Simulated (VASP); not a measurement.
Crystal: AlGa2N2.

```
Al Ga N
1.0
     3.40764    0.00000    0.00000
     0.00000    3.40764    0.00000
     0.00000    0.00000    6.78097
Al Ga N
1 2 2
Direct
  0.50000 0.50000 0.00000
  0.50000 0.50000 0.70834
  0.50000 0.50000 0.29166
  0.00000 0.50000 0.50000
  0.50000 0.00000 0.50000
```

The cell was generated, and may not be a known phase.

```yaml
Program: VASP 6.6.1
Task: relaxation of cell and atoms
Functional: PBE
Potentials_or_basis: VASP PAW PBE potentials, release 64 (Al, Ga_d, N)
Cutoff: 600 eV
k_mesh: 6 × 6 × 4
Occupations: gaussian, width 0.1 eV
Spin: no spin polarisation
```

At the start: pressure 12.0 GPa; volume 15.75 Å³/atom.

**Question.** Where does the relaxation end?

**Answer.** Over 10 steps the energy falls by 612.7 meV/atom and the volume is 16.60 Å³/atom (+5.4 %); space group P4/mmm (No. 123, to 0.1 Å) before and after.

The path:
```csv
step,energy change (eV),largest force (eV/Å),pressure (GPa),volume (Å³)
1,0.0000,8.9922,12.04,78.74
2,-2.0716,2.8553,2.54,90.63
3,-3.0366,0.2322,-1.77,85.12
4,-3.0487,0.0753,-1.73,84.85
5,-3.0551,0.2137,-1.57,84.39
6,-3.0553,0.1436,-1.66,84.50
7,-3.0606,0.2394,0.50,82.68
8,-3.0624,0.1034,-0.17,83.29
9,-3.0633,0.0482,0.01,83.07
10,-3.0634,0.0319,-0.04,83.00
```

Final structure:
```xyz
5
Lattice="3.3194 0.0000 0.0000 0.0000 3.3194 0.0000 0.0000 0.0000 7.5325" Properties=species:S:1:pos:R:3 pbc="T T T"
Al    1.6597    1.6597    0.0000
Ga    1.6597    1.6597    5.0656
Ga    1.6597    1.6597    2.4669
N     0.0000    1.6597    3.7663
N     1.6597    0.0000    3.7663
```
